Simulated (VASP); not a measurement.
Runs of VASP 6.6.1 on Re. The structure is that of space group P6_3/mmc (No. 194), or close to it. The cells are those of the table. 

```csv
cell,gap on the mesh (eV),pressure (GPa)
"a = 2.670, b = 2.670, c = 5.071 Å, angles 105.3, 105.3, 120.0°, 2 atoms",none,(a)
"a = 2.748, b = 2.748, c = 5.220 Å, angles 105.3, 105.3, 120.0°, 2 atoms",none,(b)
"a = 2.822, b = 2.822, c = 5.361 Å, angles 105.3, 105.3, 120.0°, 2 atoms",none,-13.5
"a = 2.786, b = 2.786, c = 5.291 Å, angles 105.3, 105.3, 120.0°, 2 atoms",none,-0.7
"a = 2.709, b = 2.709, c = 5.146 Å, angles 105.3, 105.3, 120.0°, 2 atoms",none,35.3
```

Alike in all rows: task single point; level RPBE; potentials or basis VASP PAW PBE potentials, release 64 (Re); no spin polarisation; k mesh 16 × 16 × 8; cutoff (eV) 520; smearing fermi-dirac 0.1 eV.

**Question.** Estimate the missing entries.

**Answer.** (a) 60.2; (b) 15.3.

Caveats: the PAW data sets were made with another functional, which shifts forces and pressure a little; spin-orbit coupling is left out, which moves the levels of the heavy elements; the cell stands under pressure (at least some runs); the cell stands under tension (at least some runs).

A k mesh can miss the band edges, and the runs leave out spin-orbit coupling on Re.

A gap of «none» marks levels without a gap at the run's occupations.
